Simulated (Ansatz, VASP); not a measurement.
**Hf: VASP beside Ansatz**

```xyz
2
Lattice="3.1987 0.0000 0.0000 -1.5994 2.7702 0.0000 0.0000 0.0000 5.0443" Properties=species:S:1:pos:R:3 pbc="T T T"
Hf    0.0000    1.8468    1.2611
Hf    1.5994    0.9234    3.7832
```

Alike in both runs: functional r2SCAN; k mesh 18 × 18 × 8; occupations gaussian, width 0.1 eV; no spin polarisation.

Ansatz relaxed the structure, and its values are those at the end. VASP's run is a single point on that final structure, the one shown.

|  | VASP | Ansatz |
| --- | --- | --- |
| version | VASP 6.6.1 | Ansatz 0.2.0 |
| potentials or method | VASP PAW PBE potentials, release 64 (Hf_pv), cutoff 520 eV | scalar-relativistic, plane waves, PAW |
| valence electrons in the cell | 20 | 52 |

|  | VASP | Ansatz | Ansatz less VASP |
| --- | --- | --- | --- |
| gap on the k mesh at the Fermi level (eV) | none | none | - |
| pressure (GPa) | -0.6 | 0.0 | +0.58 |

VASP's potentials were made for PBE, not for r2SCAN. A gap of «none» marks a metal or a gap that the smearing closes. VASP's potentials hold 20 valence electrons a cell and Ansatz's 52, so a difference there can come from the potentials and not from the codes.

Spin-orbit coupling is off throughout.
